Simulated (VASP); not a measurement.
Input of a VASP 6.6.1 run:

File INCAR:

```
PREC = Accurate
ENCUT = 520
EDIFF = 1E-6
ISMEAR = -1
SIGMA = 0.05
LREAL = F
LASPH = T
NELM = 150
ALGO = Normal
ISIF = 2
LWAVE = F
LCHARG = F
ISPIN = 2
MAGMOM = 3 0
LORBIT = 11
LMAXMIX = 4
GGA = B5
ALDAX = 1.0
AGGAX = 1.0
AGGAC = 1.0
ALDAC = 0.0
IVDW = 13
VDW_S6 = 1.0
VDW_S8 = 2.34076671
VDW_A1 = 0.44488865
VDW_A2 = 4.0933009
NBANDS = 18
```

Contents of KPOINTS:

```
Automatic mesh
0
Gamma
  11 11 11
```

Contents of POSCAR:

```
FeO
1.0
    0.0000000000      2.1113998987      2.1113998987
    2.1113998987      0.0000000000      2.1113998987
    2.1113998987      2.1113998987      0.0000000000
Fe O
1 1
Direct
    0.0000000000      0.0000000000      0.0000000000
    0.5000000000      0.5000000000      0.5000000000
```

Potentials or basis: VASP PAW PBE potentials, release 64 (Fe, O).

The run is started by

```sh
$ cat potpaw_PBE.64/Fe/POTCAR potpaw_PBE.64/O/POTCAR > POTCAR
$ mpirun -np 1 vasp_std > vasp.out
```

(1) Predict the net moment.

(2) Estimate the dispersion energy per atom.

(3) What does it give for the site moments?

(4) Predict the pressure.

## Answers

(1) 3.98 μB per cell.

(2) -0.481 eV.

(3) Fe +3.58; O +0.33 μB.

(4) 14.1 GPa.

Caveat: the PAW data sets were made with another functional, which shifts forces and pressure a little; a cell with one magnetic atom can't hold antiferromagnetic order, which such compounds often take; pairwise dispersion overbinds metals, which lowers pressure and volume.
